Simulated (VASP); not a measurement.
The system is B2P3.

```xyz
5
Lattice="2.0834 -2.2633 0.0000 2.0834 2.2633 0.0000 0.0000 0.0000 6.0235" Properties=species:S:1:pos:R:3 pbc="T T T"
B     2.0834    1.3966    0.0000
B     2.0834   -1.3966    0.0000
P     2.0834    0.0000    4.5829
P     2.0834    0.0000    1.4407
P     0.0000    0.0000    3.0118
```

The cell was built from a structure type or drawn by symmetry, and may not be a known phase.

- Program: VASP 6.6.1
- Task: relaxation of cell and atoms
- Functional: PBE
- Potentials or basis: VASP PAW PBE potentials, release 64 (B, P)
- Cutoff: 600 eV
- k mesh: 6 × 6 × 4
- Occupations: gaussian, width 0.1 eV
- Spin: no spin polarisation

At the start: pressure -0.3 GPa; volume 11.36 Å³/atom.

How do energy, volume and symmetry change on relaxing?

Over 7 steps the energy falls by 7.5 meV/atom and the volume is 11.14 Å³/atom (-1.9 %); space group Cmmm (No. 65, to 0.1 Å) before and after.

Step by step:
```csv
step,energy change (eV),largest force (eV/Å),pressure (GPa),volume (Å³)
1,0.0000,0.3537,-0.33,56.80
2,-0.0255,0.2234,-1.08,56.60
3,-0.0294,0.3378,-1.42,56.47
4,-0.0297,0.2758,-1.35,56.50
5,-0.0356,0.0495,0.37,55.56
6,-0.0363,0.0672,-0.07,55.79
7,-0.0376,0.0118,0.11,55.70
```

Final structure:
```yaml
crystal:
  lattice:
    - [2.06353, -2.28512, 0.00000]
    - [2.06353, 2.28512, 0.00000]
    - [0.00000, 0.00000, 5.90655]
  atoms:
    - { symbol: B, position: [0.18980, 0.81020, 0.00000] }
    - { symbol: B, position: [0.81020, 0.18980, 0.00000] }
    - { symbol: P, position: [0.50000, 0.50000, 0.75415] }
    - { symbol: P, position: [0.50000, 0.50000, 0.24585] }
    - { symbol: P, position: [0.00000, 0.00000, 0.50000] }
```
